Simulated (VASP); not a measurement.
# CdS (Hawleyite) (F-43m) in VASP: further runs

The runs below take CdS (Hawleyite) through single point, with PBE.

Program: VASP 6.6.1. These are calculated values, not measurements. Logs are shortened: lines on timing, memory, paths and dates and some standing lists are left out, and cuts for length are marked.

### 1 The cell of the first run

The structure is cubic, space group F-43m (No. 216). Conventional cell: a = 5.781 Å, b = 5.781 Å, c = 5.781 Å, α = 90.00°, β = 90.00°, γ = 90.00°. Within 3.3 Å of Cd (site symmetry -43m) lie 4 S at 2.50 Å. S (site symmetry -43m) has 4 Cd at 2.50 Å within 3.3 Å.

### 2 Single point, PBE

INCAR reads:

```
PREC = Accurate
ENCUT = 520
EDIFF = 1E-7
ISMEAR = 0
SIGMA = 0.01
LREAL = False
LASPH = True
NELM = 80
ALGO = Normal
ISIF = 2
LWAVE = False
LCHARG = False
GGA = PE
NBANDS = 16
```

KPOINTS reads:

```
regular mesh
0
Gamma
  6 6 6
```

POSCAR reads:

```
CdS
1.0
    0.0000000000      2.8903416402      2.8903416402
    2.8903416402      0.0000000000      2.8903416402
    2.8903416402      2.8903416402      0.0000000000
Cd S
1 1
Direct
    0.0000000000      0.0000000000      0.0000000000
    0.2500000000      0.2500000000      0.2500000000
```

Potentials or basis: VASP PAW PBE potentials, release 64 (Cd, S).

Run with:

```
cat potpaw_PBE.64/Cd/POTCAR potpaw_PBE.64/S/POTCAR > POTCAR
mpirun -np 1 vasp_std > vasp.out
```

OUTCAR:

```text
PREC = Accurate
   ENCUT = 520
   EDIFF = 1E-7
   ISMEAR = 0
   LREAL = False
   LASPH = True
   NELM = 80
   ISIF = 2
   GGA = PE

 ion  position               nearest neighbor table
   1  0.000  0.000  0.000-   2 2.50   2 2.50   2 2.50   2 2.50
   2  0.250  0.250  0.250-   1 2.50   1 2.50   1 2.50   1 2.50

  LATTYP: Found a face centered cubic cell.
 ALAT       =     5.7806832804

  Lattice vectors:

 A1 = (   0.0000000000,   2.8903416402,   2.8903416402)
 A2 = (   2.8903416402,   0.0000000000,   2.8903416402)
 A3 = (   2.8903416402,   2.8903416402,   0.0000000000)

Analysis of symmetry for initial positions (statically):
=====================================================================
 Subroutine PRICEL returns:
 Original cell was already a primitive cell.

 Routine SETGRP: Setting up the symmetry group for a
 face centered cubic supercell.

 Subroutine GETGRP returns: Found 24 space group operations
 (whereof 24 operations were pure point group operations)
 out of a pool of 48 trial point group operations.

The static configuration has the point symmetry T_d .

Analysis of symmetry for dynamics (positions and initial velocities):
=====================================================================
 Subroutine PRICEL returns:
 Original cell was already a primitive cell.

 Routine SETGRP: Setting up the symmetry group for a
 face centered cubic supercell.

 Subroutine GETGRP returns: Found 24 space group operations
 (whereof 24 operations were pure point group operations)
 out of a pool of 48 trial point group operations.

The dynamic configuration has the point symmetry T_d .

 Subroutine INISYM returns: Found 24 space group operations
 (whereof 24 operations are pure point group operations),
 and found     1 'primitive' translations

----------------------------------------------------------------------------------------

                                     Primitive cell

  volume of cell :      48.2923

  direct lattice vectors                    reciprocal lattice vectors
     0.000000000  2.890341640  2.890341640    -0.172989931  0.172989931  0.172989931
     2.890341640  0.000000000  2.890341640     0.172989931 -0.172989931  0.172989931
     2.890341640  2.890341640  0.000000000     0.172989931  0.172989931 -0.172989931

  length of vectors
     4.087560347  4.087560347  4.087560347     0.299627349  0.299627349  0.299627349

  position of ions in fractional coordinates (direct lattice)
     0.000000000  0.000000000  0.000000000
[... 68 lines left out ...]
   NELM   =     80;   NELMIN=  2; NELMDL= -5     # of ELM steps
   EDIFF  = 0.1E-06   stopping-criterion for ELM
   LREAL  =      F    real-space projection
   EDIFFG = 0.1E-05   stopping-criterion for IOM
   NSW    =      0    number of steps for IOM
   IBRION =     -1    ionic relax: 0-MD 1-quasi-New 2-CG
   NFREE  =      0    steps in history (QN), initial steepest desc. (CG)
   ISIF   =      2    stress and relaxation
   ISYM   =      2    0-nonsym 1-usesym 2-fastsym
   POTIM  = 0.5000    time-step for ionic-motion
   TEBEG  =    0.0;   TEEND  =   0.0 temperature during run
   PSTRESS=    0.0 pullay stress
   NELECT =      18.0000    total number of electrons
   NUPDOWN=      -1.0000    fix difference up-down
   EMIN   =  10.00;   EMAX   =-10.00  energy-range for DOS
   EFERMI =   0.00;   METHOD = LEGACY
   ISMEAR =     0;   SIGMA  =   0.01  broadening in eV -4-tet -1-fermi 0-gaus
   EFERMI_NEDOS =   21; number of points for ismear=-14 and -15
   IALGO  =     38    algorithm
   IMIX   =      4    mixing-type and parameters
     AMIX     =   0.40;   BMIX     =  1.00
     AMIX_MAG =   1.60;   BMIX_MAG =  1.00
  volume/ion in A,a.u.               =      24.15       162.95
  Fermi-wavevector in a.u.,A,eV,Ry     =   1.178166  2.226411 18.885909  1.388075
  Thomas-Fermi vector in A             =   2.314500
   LORBIT       =      0    0 simple, 1 ext, 2 COOP (PROOUT), +10 PAW based schemes
   GGA     = PE    functional components
   LHFCALC =     F    Hartree Fock is set to
   AEXX    =    0.0000 exact exchange contribution
   IVDW    =     0    specifies the selected vdW correction
   LEPSILON=     F    determine dielectric tensor
   LRPA    =     F    only Hartree local field effects (RPA)
 non-spin polarized calculation
 Gauss-broadening in eV      SIGMA  =   0.01
  energy-cutoff  :      520.00
  volume of cell :       48.29
 maximum number of plane-waves:      1315
   NGX = 15   NGY = 15   NGZ = 15

 number of electron      18.0000008 magnetization

 Free energy of the ion-electron system (eV)
  ---------------------------------------------------
  ext. energy  EPLUGINS =         0.00000000
  ---------------------------------------------------
  free energy    TOTEN  =        -6.08448684 eV

  energy without entropy =       -6.08448684  energy(sigma->0) =       -6.08448684

 E-fermi :   1.6025     XC(G=0):  -9.2761

 val. band max:        1.5534915182   @ k =   0.0000   0.0000   0.0000
 cond. band min:       2.7608952394   @ k =   0.0000   0.0000   0.0000
 fundamental gap:      1.2074037212
 Fermi energy:         1.6024756673

 k-point     1 :       0.0000    0.0000    0.0000
  band No.  band energies     occupation
      1     -10.9868      2.00000
      2      -6.2803      2.00000
      3      -6.2803      2.00000
      4      -6.2803      2.00000
      5      -5.7625      2.00000
      6      -5.7625      2.00000
[... 281 lines left out ...]
      3      -5.9855      2.00000
      4      -5.8476      2.00000
      5      -5.7175      2.00000
      6      -5.1346      2.00000
[... 8 lines left out ...]
     15      14.8371      0.00000
     16      14.9709      0.00000

------------------------ aborting loop because EDIFF is reached ----------------------------------------

  FORCE on cell =-STRESS in cart. coord.  units (eV):
  Direction    XX          YY          ZZ          XY          YZ          ZX
  --------------------------------------------------------------------------------------
  -------------------------------------------------------------------------------------
  Total        1.5548916      1.5548916      1.5548916      0.0000000      0.0000000      0.0000000
  in kB       51.5861565     51.5861565     51.5861565      0.0000000      0.0000000      0.0000000
  external PRESSURE =      51.5861565 kB  Pullay stress =       0.0000000 kB

 VOLUME and BASIS-vectors are now :
 -----------------------------------------------------------------------------
  energy-cutoff  :      520.00
  volume of cell :       48.29
      direct lattice vectors                 reciprocal lattice vectors
     0.000000000  2.890341640  2.890341640    -0.172989931  0.172989931  0.172989931
     2.890341640  0.000000000  2.890341640     0.172989931 -0.172989931  0.172989931
     2.890341640  2.890341640  0.000000000     0.172989931  0.172989931 -0.172989931

 POSITION                                       TOTAL-FORCE (eV/Angst)
 -----------------------------------------------------------------------------------
      0.00000      0.00000      0.00000        -0.000000     -0.000000     -0.000000
      1.44517      1.44517      1.44517         0.000000      0.000000      0.000000
 -----------------------------------------------------------------------------------
    total drift:                               -0.000001     -0.000001     -0.000001

  FREE ENERGIE OF THE ION-ELECTRON SYSTEM (eV)
  ---------------------------------------------------
  free  energy   TOTEN  =        -6.0844868401 eV

  energy  without entropy=       -6.0844868401  energy(sigma->0) =       -6.08448684
```

stdout:

```text
POSCAR found type information on POSCAR CdS
 POSCAR found :  2 types and       2 ions
 scaLAPACK will be used
 LDA part: xc-table for (Slater+PW92), standard interpolation
 POSCAR, INCAR and KPOINTS ok, starting setup
 FFT: planning ... GRIDC
 FFT: planning ... GRID_SOFT
 FFT: planning ... GRID
 WAVECAR not read
 entering main loop
```

It took 8 s on 1 thread of AMD EPYC 9R45 (Zen 5), shared host; peak memory 0.14 GiB.

What came out:

```
Free energy            : -6.0845 eV
Pressure               : 5.2 GPa
Band gap on the k mesh : 1.21 eV, direct
```

Levels at points of the mesh, in eV from the valence-band top:
| k point | band 6 | band 7 | band 8 | band 9 | band 10 | band 11 | band 12 | band 13 |
| --- | --- | --- | --- | --- | --- | --- | --- | --- |
| (0.00, 0.00, 0.00) | -7.32 | 0.00 | 0.00 | 0.00 | 1.21 | 6.54 | 6.54 | 6.54 |
| (0.50, 0.00, 0.00) | -6.91 | -4.57 | -0.79 | -0.79 | 3.05 | 7.01 | 7.01 | 7.56 |
| (0.50, 0.50, 0.00) | -6.84 | -4.07 | -1.98 | -1.98 | 3.50 | 4.38 | 9.35 | 10.94 |

As with any semilocal functional, this PBE gap is likely too small.

[end of part 1 of 2]
